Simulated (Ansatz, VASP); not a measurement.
One calculation of ZnO, two programs

```
Zn O
1.0
     0.00000    2.06097    2.06097
     2.06097    0.00000    2.06097
     2.06097    2.06097    0.00000
Zn O
1 1
Direct
  0.00000 0.00000 0.00000
  0.50000 0.50000 0.50000
```

Change from the starting cell: strain -0.050 along x and y, -0.050 along z, atoms carried along.

Alike in both runs: task single point; functional LDA; k mesh 12 × 12 × 12; occupations gaussian, width 0.05 eV; no spin polarisation.

|  | VASP | Ansatz |
| --- | --- | --- |
| version | VASP 6.6.1 | Ansatz 0.2.0 |
| potentials or method | VASP PAW LDA potentials, release 64 (Zn, O_h), cutoff 1340 eV | scalar-relativistic, plane waves, PAW |
| valence electrons in the cell | 18 | 18 |

```csv
,VASP,Ansatz,Ansatz less VASP
gap on the k mesh at the Fermi level (eV),1.45,1.46,+0.004
least direct gap on the mesh (eV),3.29,3.30,+0.012
pressure (GPa),17.7,15.7,-1.93
```

LDA's correlation is that of Perdew and Zunger in VASP and of Perdew and Wang (1992) in Ansatz.
